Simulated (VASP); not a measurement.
Wanted: the native input for a VASP 6.6.1 run.

```
Task                   : relaxation of cell and atoms
Functional             : PBE
Potentials or basis    : VASP PAW PBE potentials, release 64 (C)
Cutoff                 : 600 eV
k mesh                 : 11 × 11 × 11
Occupations            : gaussian, width 0.02 eV
Spin                   : no spin polarisation
Dipole correction      : no
Further INCAR settings : ALGO = Normal; EDIFF = 1e-07; IBRION = 2; EDIFFG = -0.02; NSW = 80; ISIF = 3
```

The structure of C lies in POSCAR:

```
C
1.0
    0.0000000000      1.5000000000      1.5000000000
    1.5000000000      0.0000000000      1.5000000000
    1.5000000000      1.5000000000      0.0000000000
C
1
Direct
    0.0000000000      0.0000000000      0.0000000000
```

One way to write it, as run:

INCAR

```
SYSTEM = C
  ALGO = Normal
  EDIFF = 1E-7
  EDIFFG = -0.02
  ENCUT = 600
  GGA = PE
  GGA_COMPAT = .FALSE.
  IBRION = 2
  ISIF = 3
  ISMEAR = 0
  LASPH = .TRUE.
  LCHARG = .FALSE.
  LREAL = .FALSE.
  LWAVE = .FALSE.
  NELM = 120
  NELMIN = 4
  NSW = 80
  PREC = Accurate
  SIGMA = 0.02
```

KPOINTS

```
k-points
0
G
  11 11 11
  0 0 0
```

Potentials or basis: VASP PAW PBE potentials, release 64 (C).

Command:

```sh
$ cat potpaw_PBE.64/C/POTCAR > POTCAR
$ mpirun -np 1 vasp_std > vasp.out
```

It gave:

The relaxed volume is 7.25 Å³/atom, the relaxed cell is a = 2.173 Å, b = 2.173 Å, c = 2.173 Å, α = 60.00°, β = 60.00°, γ = 60.00° and the space group after relaxing (to 0.1 Å) is Fm-3m (No. 225). The energy gained by relaxing is 19.4 meV/atom and the ionic steps are 3. The pressure after relaxing is -0.3 GPa and the band gap on the k mesh is zero (bands 2 and 3 overlap by 11.22 eV).

Run time: 5.5 s on 1 thread of AMD EPYC 7R43 64-Core Processor (Zen 3), with other jobs on the host, peak memory 0.08 GiB.
